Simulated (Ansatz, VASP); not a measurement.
**BiPd in VASP and in Ansatz**

```
Bi Pd
1.0
     4.20161    0.00000    0.00000
    -2.10081    3.63870    0.00000
     0.00000    0.00000    5.65181
Bi Pd
2 2
Cartesian
  0.0000 2.4258 1.4130
  2.1008 1.2129 4.2389
  0.0000 0.0000 0.0000
  0.0000 0.0000 2.8259
```

Change from the starting cell: volume scaled by 0.98, crystal datasets.

Alike in both runs: task electric field gradients; functional PBEsol; k mesh 9 × 9 × 6; occupations fermi-dirac, width 0.03 eV; no spin polarisation.

|  | VASP | Ansatz |
| --- | --- | --- |
| version | VASP 6.6.1 | Ansatz 0.2.0 |
| potentials or method | VASP PAW PBE potentials, release 64 (Bi_d, Pd), cutoff 520 eV | all-electron PAW with datasets made for the crystal, scalar-relativistic |

|  | VASP | Ansatz | Ansatz less VASP |
| --- | --- | --- | --- |
| pressure (GPa) | 2.5 | 2.4 | -0.03 |
| traceless stress, the component that is largest in VASP (GPa) | -0.64 | -0.60 | +0.037 |
| size of Vzz on the site where it differs most (V/Å²) | 78.9 | 84.2 | +5.34 |

VASP's potentials were made for PBE, not for PBEsol. Ansatz ran all-electron here, and VASP with PAW potentials.

Spin-orbit coupling is off throughout.
